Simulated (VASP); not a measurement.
# Nb: single point with PBEsol

Nb:

```xyz
1
Lattice="0.0000 2.1325 2.1325 2.1325 0.0000 2.1325 2.1325 2.1325 0.0000" Properties=species:S:1:pos:R:3 pbc="T T T"
Nb    0.0000    0.0000    0.0000
```

This cell differs from its parent crystal: volume scaled by 1.025.

```json
{
  "Program": "VASP 6.6.1",
  "Task": "single point",
  "Functional": "PBEsol",
  "Potentials or basis": "VASP PAW PBE potentials, release 64 (Nb_sv)",
  "Cutoff": "520 eV",
  "k mesh": "13 × 13 × 13",
  "Occupations": "fermi-dirac, width 0.08 eV",
  "Spin": "no spin polarisation",
  "Dipole correction": "no",
  "Further INCAR settings": "ALGO = Normal; EDIFF = 1e-06; NBANDS = 12"
}
```

```
Pressure : -10.5 GPa
```

Levels at points of the mesh, in eV from the Fermi level:
```tsv
k point	band 2	band 3	band 4	band 5	band 6	band 7	band 8	band 9	band 10	band 11
(0.00, 0.00, 0.00)	-30.18	-30.18	-30.18	-6.15	0.14	0.14	0.14	2.61	2.61	11.81
```

Run time: 32 s on 1 thread of Intel Xeon 8259CL (shared host), peak memory 0.15 GiB.

Caveat: the PAW data sets were made with another functional, which shifts forces and pressure a little.
